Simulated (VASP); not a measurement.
# Cu2P3 (R-3m) in VASP: notebook

The runs below take Cu2P3 through single point, with PBE.

Program: VASP 6.6.1. These are calculated values, not measurements. Logs are shortened: lines on timing, memory, paths and dates and some standing lists are left out, and cuts for length are marked.

### 1 The cell of the first run

Symmetry: R-3m, No. 166, trigonal system. The conventional cell has a = 3.252 Å, b = 3.252 Å, c = 23.611 Å, α = 90.00°, β = 90.00°, γ = 120.00°. Cu (site symmetry 3m) has 6 P at 2.42 to 2.57 Å and 6 Cu at 3.25 Å within 3.3 Å. Within 3.3 Å of P (site symmetry -3m) lie 6 Cu at 2.42 Å and 6 P at 3.25 Å. P (site symmetry 3m) has 3 P at 2.30 Å and 3 Cu at 2.57 Å within 3.0 Å.

### 2 Single point, PBE

INCAR

```
SYSTEM = Cu2P3
ALGO = Normal
EDIFF = 1E-6
ENCUT = 520
GGA = PE
ISIF = 2
ISMEAR = 0
LASPH = .True.
LCHARG = .False.
LREAL = .False.
LWAVE = .False.
NBANDS = 26
NELM = 60
PREC = Accurate
SIGMA = 0.1
```

KPOINTS

```
k-points
0
Gamma
  6 6 6
  0 0 0
```

POSCAR

```
Cu2P3
1.0
    1.6259777238      0.9387586765      7.8703241569
   -1.6259777238      0.9387586765      7.8703241569
    0.0000000000     -1.8775173531      7.8703241569
Cu P
2 3
Direct
    0.3977600166      0.3977600166      0.3977600166
    0.6022399834      0.6022399834      0.6022399834
    0.0000000000      0.0000000000      0.0000000000
    0.1946640747      0.1946640747      0.1946640747
    0.8053359253      0.8053359253      0.8053359253
```

Potentials or basis: VASP PAW PBE potentials, release 64 (Cu, P).

Launch:

```bash
cat potpaw_PBE.64/Cu/POTCAR potpaw_PBE.64/P/POTCAR > POTCAR
mpirun -np 1 vasp_std > vasp.out
```

OUTCAR:

```text
SYSTEM = Cu2P3
   EDIFF = 1E-6
   ENCUT = 520
   GGA = PE
   ISIF = 2
   ISMEAR = 0
   LASPH = .True.
   LREAL = .False.
   NELM = 60
   PREC = Accurate

 ion  position               nearest neighbor table
   1  0.398  0.398  0.398-   3 2.42   3 2.42   3 2.42   5 2.57   5 2.57   5 2.57
   2  0.602  0.602  0.602-   3 2.42   3 2.42   3 2.42   4 2.57   4 2.57   4 2.57
   3  0.000  0.000  0.000-   2 2.42   1 2.42   2 2.42   2 2.42   1 2.42   1 2.42
   4  0.195  0.195  0.195-   5 2.30   5 2.30   5 2.30   2 2.57   2 2.57   2 2.57
   5  0.805  0.805  0.805-   4 2.30   4 2.30   4 2.30   1 2.57   1 2.57   1 2.57

  LATTYP: Found a trigonal (rhomboedric) cell.
 ALAT       =     8.0911725816
 COS(alpha) =     0.9192325727

  Lattice vectors:

 A1 = (   1.6259777238,   0.9387586765,   7.8703241569)
 A2 = (  -1.6259777238,   0.9387586765,   7.8703241569)
 A3 = (   0.0000000000,  -1.8775173531,   7.8703241569)

Analysis of symmetry for initial positions (statically):
=====================================================================
 Subroutine PRICEL returns:
 Original cell was already a primitive cell.

 Routine SETGRP: Setting up the symmetry group for a
 trigonal (rhombohedral) supercell.

 Subroutine GETGRP returns: Found 12 space group operations
 (whereof 12 operations were pure point group operations)
 out of a pool of 12 trial point group operations.

The static configuration has the point symmetry D_3d.

Analysis of symmetry for dynamics (positions and initial velocities):
=====================================================================
 Subroutine PRICEL returns:
 Original cell was already a primitive cell.

 Routine SETGRP: Setting up the symmetry group for a
 trigonal (rhombohedral) supercell.

 Subroutine GETGRP returns: Found 12 space group operations
 (whereof 12 operations were pure point group operations)
 out of a pool of 12 trial point group operations.

The dynamic configuration has the point symmetry D_3d.

 Subroutine INISYM returns: Found 12 space group operations
 (whereof 12 operations are pure point group operations),
 and found     1 'primitive' translations

----------------------------------------------------------------------------------------

                                     Primitive cell

  volume of cell :      72.0796

  direct lattice vectors                    reciprocal lattice vectors
[... 89 lines left out ...]
   LSORBIT =      F    spin-orbit coupling
   LASPH  =      T    aspherical Exc in radial PAW
   ENCUT  =  520.0 eV  38.22 Ry    6.18 a.u.  15.04 15.04 15.04*2*pi/ulx,y,z
   NELM   =     60;   NELMIN=  2; NELMDL= -5     # of ELM steps
   EDIFF  = 0.1E-05   stopping-criterion for ELM
   LREAL  =      F    real-space projection
   EDIFFG = 0.1E-04   stopping-criterion for IOM
   NSW    =      0    number of steps for IOM
   IBRION =     -1    ionic relax: 0-MD 1-quasi-New 2-CG
   NFREE  =      0    steps in history (QN), initial steepest desc. (CG)
   ISIF   =      2    stress and relaxation
   ISYM   =      2    0-nonsym 1-usesym 2-fastsym
   POTIM  = 0.5000    time-step for ionic-motion
   TEBEG  =    0.0;   TEEND  =   0.0 temperature during run
   PSTRESS=    0.0 pullay stress
   NELECT =      37.0000    total number of electrons
   NUPDOWN=      -1.0000    fix difference up-down
   EMIN   =  10.00;   EMAX   =-10.00  energy-range for DOS
   EFERMI =   0.00;   METHOD = LEGACY
   ISMEAR =     0;   SIGMA  =   0.10  broadening in eV -4-tet -1-fermi 0-gaus
   EFERMI_NEDOS =   21; number of points for ismear=-14 and -15
   IALGO  =     38    algorithm
   IMIX   =      4    mixing-type and parameters
     AMIX     =   0.40;   BMIX     =  1.00
     AMIX_MAG =   1.60;   BMIX_MAG =  1.00
  volume/ion in A,a.u.               =      14.42        97.28
  Fermi-wavevector in a.u.,A,eV,Ry     =   1.310805  2.477061 23.377646  1.718208
  Thomas-Fermi vector in A             =   2.441310
   LORBIT       =      0    0 simple, 1 ext, 2 COOP (PROOUT), +10 PAW based schemes
   GGA     = PE    functional components
   LHFCALC =     F    Hartree Fock is set to
   AEXX    =    0.0000 exact exchange contribution
   IVDW    =     0    specifies the selected vdW correction
   LEPSILON=     F    determine dielectric tensor
   LRPA    =     F    only Hartree local field effects (RPA)
 non-spin polarized calculation
 Gauss-broadening in eV      SIGMA  =   0.10
  energy-cutoff  :      520.00
  volume of cell :       72.08
 maximum number of plane-waves:      1968
   NGX = 31   NGY = 31   NGZ = 31

 number of electron      37.0000007 magnetization

 Free energy of the ion-electron system (eV)
  ---------------------------------------------------
  ext. energy  EPLUGINS =         0.00000000
  ---------------------------------------------------
  free energy    TOTEN  =       -23.01377321 eV

  energy without entropy =      -23.00347750  energy(sigma->0) =      -23.00862535

 E-fermi :   8.2853     XC(G=0): -11.4245

 val. band max:        8.2510889685   @ k =   0.5000  -0.0000  -0.0000
 cond. band min:       8.3085648873   @ k =   0.3333   0.3333  -0.0000
 fundamental gap:      0.0574759188
 Fermi energy:         8.2852650966

 k-point     1 :       0.0000    0.0000    0.0000
  band No.  band energies     occupation
      1      -7.4263      2.00000
      2      -4.4913      2.00000
      3      -1.9368      2.00000
      4       3.0873      2.00000
      5       3.5183      2.00000
      6       4.3880      2.00000
[... 685 lines left out ...]
     25      14.0359      0.00000
     26      15.3453      0.00000

 [... further k-points ...]
[... 5 lines left out ...]
  --------------------------------------------------------------------------------------
  -------------------------------------------------------------------------------------
  Total        0.1271472      0.1271472      0.1201511      0.0000000     -0.0000000      0.0000000
  in kB        2.8262126      2.8262126      2.6707048      0.0000000     -0.0000000      0.0000000
  external PRESSURE =       2.7743767 kB  Pullay stress =       0.0000000 kB

 VOLUME and BASIS-vectors are now :
 -----------------------------------------------------------------------------
  energy-cutoff  :      520.00
  volume of cell :       72.08
      direct lattice vectors                 reciprocal lattice vectors
     1.625977724  0.938758676  7.870324157     0.307507288  0.177539415  0.042353190
    -1.625977724  0.938758676  7.870324157    -0.307507288  0.177539415  0.042353190
     0.000000000 -1.877517353  7.870324157     0.000000000 -0.355078831  0.042353190

 POSITION                                       TOTAL-FORCE (eV/Angst)
 -----------------------------------------------------------------------------------
      0.00000     -0.00000      9.39150         0.000000      0.000000     -0.013945
      0.00000     -0.00000     14.21947         0.000000     -0.000000      0.013945
      0.00000      0.00000      0.00000         0.000000      0.000000      0.000000
      0.00000     -0.00000      4.59621         0.000000      0.000000     -0.074941
      0.00000     -0.00000     19.01476         0.000000     -0.000000      0.074941
 -----------------------------------------------------------------------------------
    total drift:                                0.000000     -0.000000      0.000000

  FREE ENERGIE OF THE ION-ELECTRON SYSTEM (eV)
  ---------------------------------------------------
  free  energy   TOTEN  =       -23.0137732064 eV

  energy  without entropy=      -23.0034774967  energy(sigma->0) =      -23.00862535
```

It took 8.3 min on 1 thread of AMD EPYC 7R13, shared host; peak memory 0.46 GiB.

Results:

```yaml
Free_energy: -23.0138 eV
Pressure: 0.3 GPa
Largest_force: 0.075 eV/Å
Band_gap_on_the_k_mesh: zero (an odd number of electrons rules out a gap without spin polarisation)
```

Forces in eV/Å, atoms in the order of the input:
```
Cu   0.000  0.000 -0.014
Cu   0.000  0.000  0.014
P    0.000  0.000  0.000
P    0.000  0.000 -0.075
P    0.000  0.000  0.075
```

Caveat: the k points lie up to 0.37 Å⁻¹ apart, too coarse for converged energies and pressures of a metal; an odd number of electrons without spin polarisation forces a metal; a magnetic or distorted state may lie lower.

### 3 Single point, PBE

This run uses another cell than the first one, of 15.67 Å³/atom.

INCAR

```
ALGO = Normal
EDIFF = 1E-7
ENCUT = 520
GGA = PE
ISIF = 2
ISMEAR = 0
LASPH = T
LCHARG = T
LELF = T
LREAL = F
LVHAR = T
LWAVE = F
NBANDS = 26
NELM = 100
PREC = Accurate
SIGMA = 0.1
```

KPOINTS

```
k-points
0
Gamma
  6 6 6
```

POSCAR

```
Cu2P3
1.0
    1.6961051857      0.9792467855      7.8623078947
   -1.6961051857      0.9792467855      7.8623078947
    0.0000000000     -1.9584935711      7.8623078947
Cu P
2 3
Direct
    0.4000000000      0.4000000000      0.4000000000
    0.6000000000      0.6000000000      0.6000000000
    0.0000000000      0.0000000000      0.0000000000
    0.2095000000      0.2095000000      0.2095000000
    0.7905000000      0.7905000000      0.7905000000
```

Potentials or basis: VASP PAW PBE potentials, release 64 (Cu, P).

Launch:

```bash
cat potpaw_PBE.64/Cu/POTCAR potpaw_PBE.64/P/POTCAR > POTCAR
mpirun -np 1 vasp_std > vasp.out
```

OUTCAR:

```text
EDIFF = 1E-7
   ENCUT = 520
   GGA = PE
   ISIF = 2
   ISMEAR = 0
   LASPH = T
   LREAL = F
   NELM = 100
   PREC = Accurate

 ion  position               nearest neighbor table
   1  0.400  0.400  0.400-   5 2.38   5 2.38   5 2.38   3 2.51   3 2.51   3 2.51
   2  0.600  0.600  0.600-   4 2.38   4 2.38   4 2.38   3 2.51   3 2.51   3 2.51
   3  0.000  0.000  0.000-   2 2.51   1 2.51   2 2.51   2 2.51   1 2.51   1 2.51
   4  0.209  0.209  0.209-   2 2.38   2 2.38   2 2.38   5 2.81   5 2.81   5 2.81
[... 902 lines left out ...]
  -------------------------------------------------------------------------------------
  Total       -2.7371213     -2.7371213     -4.2524798      0.0000000      0.0000000     -0.0000000
  in kB      -55.9703976    -55.9703976    -86.9574114      0.0000000      0.0000000     -0.0000000
  external PRESSURE =     -66.2994022 kB  Pullay stress =       0.0000000 kB

 VOLUME and BASIS-vectors are now :
 -----------------------------------------------------------------------------
  energy-cutoff  :      520.00
  volume of cell :       78.35
      direct lattice vectors                 reciprocal lattice vectors
     1.696105186  0.979246785  7.862307895     0.294793038  0.170198840  0.042396372
    -1.696105186  0.979246785  7.862307895    -0.294793038  0.170198840  0.042396372
     0.000000000 -1.958493571  7.862307895     0.000000000 -0.340397679  0.042396372

 POSITION                                       TOTAL-FORCE (eV/Angst)
 -----------------------------------------------------------------------------------
      0.00000     -0.00000      9.43477         0.000000      0.000000     -0.106456
      0.00000     -0.00000     14.15215         0.000000     -0.000000      0.106456
      0.00000      0.00000      0.00000         0.000000     -0.000000     -0.000000
      0.00000     -0.00000      4.94146         0.000000      0.000000     -0.930179
      0.00000     -0.00000     18.64546         0.000000     -0.000000      0.930179
 -----------------------------------------------------------------------------------
    total drift:                                0.000000      0.000000      0.000000

  FREE ENERGIE OF THE ION-ELECTRON SYSTEM (eV)
  ---------------------------------------------------
  free  energy   TOTEN  =       -22.0973500268 eV

  energy  without entropy=      -22.0851137973  energy(sigma->0) =      -22.09123191
```

OSZICAR:

```text
N       E                     dE             d eps       ncg     rms          rms(c)
DAV:   1     0.249269324671E+03    0.24927E+03   -0.15693E+04  1664   0.168E+03
DAV:   2    -0.262023415398E+01   -0.25189E+03   -0.24267E+03  1672   0.338E+02
DAV:   3    -0.258428691930E+02   -0.23223E+02   -0.21809E+02  2290   0.114E+02
[... 11 lines left out ...]
DAV:  15    -0.220973512313E+02    0.10522E-04   -0.45928E-05  2576   0.152E-01    0.131E-02
DAV:  16    -0.220973502984E+02    0.93288E-06   -0.35942E-06  2646   0.217E-02    0.672E-03
DAV:  17    -0.220973506106E+02   -0.31225E-06   -0.11240E-06  2392   0.234E-02    0.497E-03
DAV:  18    -0.220973499813E+02    0.62933E-06   -0.98240E-07  2244   0.317E-02    0.883E-04
DAV:  19    -0.220973500268E+02   -0.45537E-07   -0.17474E-07  1172   0.294E-03
   1 F= -.22097350E+02 E0= -.22091232E+02  d E =-.122362E-01
```

stdout:

```text
POSCAR found type information on POSCAR CuP
 POSCAR found :  2 types and       5 ions
 scaLAPACK will be used
 LDA part: xc-table for (Slater+PW92), standard interpolation
 POSCAR, INCAR and KPOINTS ok, starting setup
 FFT: planning ... GRIDC
 FFT: planning ... GRID_SOFT
 FFT: planning ... GRID
 WAVECAR not read
 entering main loop
```

Run time: 9.1 min. Hardware: 1 thread of AMD EPYC 7R13, shared host; peak memory 0.44 GiB.

Results:

- Free energy: -22.0974 eV
- Pressure: -6.6 GPa
- Largest force: 0.930 eV/Å
- Band gap on the k mesh: zero (an odd number of electrons rules out a gap without spin polarisation)

Forces in eV/Å, atoms in the order of the input:
```
Cu   0.000  0.000 -0.106
Cu   0.000  0.000  0.106
P    0.000  0.000  0.000
P    0.000  0.000 -0.930
P    0.000  0.000  0.930
```

Stress tensor (GPa, compression positive):
```
-5.60  0.00  0.00
 0.00 -5.60  0.00
 0.00  0.00 -8.70
```

Levels at points of the mesh, in eV from the Fermi level:
| k point | band 15 | band 16 | band 17 | band 18 | band 19 | band 20 | band 21 | band 22 | band 23 | band 24 |
| --- | --- | --- | --- | --- | --- | --- | --- | --- | --- | --- |
| (0.00, 0.00, 0.00) | -2.37 | 1.27 | 1.27 | 1.69 | 1.69 | 2.84 | 2.84 | 3.06 | 6.25 | 6.37 |
| (0.50, 0.00, 0.00) | -2.64 | -2.57 | -0.60 | -0.56 | -0.43 | -0.02 | 0.93 | 2.76 | 2.97 | 5.22 |
| (0.50, 0.50, 0.00) | -2.73 | -2.54 | -1.87 | -1.40 | -0.78 | 1.25 | 1.26 | 2.21 | 3.71 | 4.88 |
| (0.50, 0.50, 0.50) | -0.63 | 1.11 | 1.11 | 1.66 | 2.16 | 2.16 | 2.45 | 2.45 | 5.56 | 7.61 |

Caveat: the cell stands under tension; an odd number of electrons without spin polarisation forces a metal; a magnetic or distorted state may lie lower.

The gap in the log of VASP goes by the Fermi energy; the results here count the filled bands.